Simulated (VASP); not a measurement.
## HgTe: single point with PBEsol

HgTe:

```
Hg Te
1.0
    -3.04560    3.04560    1.55941
     3.04560   -3.04560    1.55941
     3.04560    3.04560   -1.55941
Hg Te
1 1
Direct
  0.25000 0.75000 0.50000
  0.00000 0.00000 0.00000
```

* Program: VASP 6.6.1
* Task: single point
* Functional: PBEsol
* Potentials or basis: VASP PAW PBE potentials, release 64 (Hg, Te)
* Cutoff: 500 eV
* k mesh: 6 × 6 × 6
* Occupations: fermi-dirac, width 0.1 eV
* Spin: no spin polarisation

```
Pressure               : -3.1 GPa
Band gap on the k mesh : zero (bands 9 and 10 overlap by 3.84 eV)
```

Levels at points of the mesh, in eV from the Fermi level:
| k point | band 6 | band 7 | band 8 | band 9 | band 10 | band 11 | band 12 | band 13 |
| --- | --- | --- | --- | --- | --- | --- | --- | --- |
| (0.00, 0.00, 0.00) | -6.23 | -3.62 | -2.65 | -2.65 | 3.14 | 4.40 | 6.73 | 6.73 |
| (0.50, 0.00, 0.00) | -6.27 | -4.79 | -2.11 | -1.29 | -0.30 | 3.04 | 3.56 | 5.68 |
| (0.50, 0.50, 0.00) | -6.17 | -6.16 | -1.11 | 1.30 | 1.75 | 2.61 | 3.20 | 8.48 |
| (0.50, 0.50, 0.50) | -6.20 | -4.53 | -4.53 | -4.51 | 2.82 | 7.05 | 7.81 | 7.81 |

Run time: 43 s on 1 thread of AMD EPYC 7R43 64-Core Processor (Zen 3) (shared host), peak memory 0.17 GiB.

Caveat: the k points lie up to 0.38 Å⁻¹ apart, too coarse for converged energies and pressures of a metal; the PAW data sets were made with another functional, which shifts forces and pressure a little; spin-orbit coupling is left out, which moves the levels of the heavy elements.
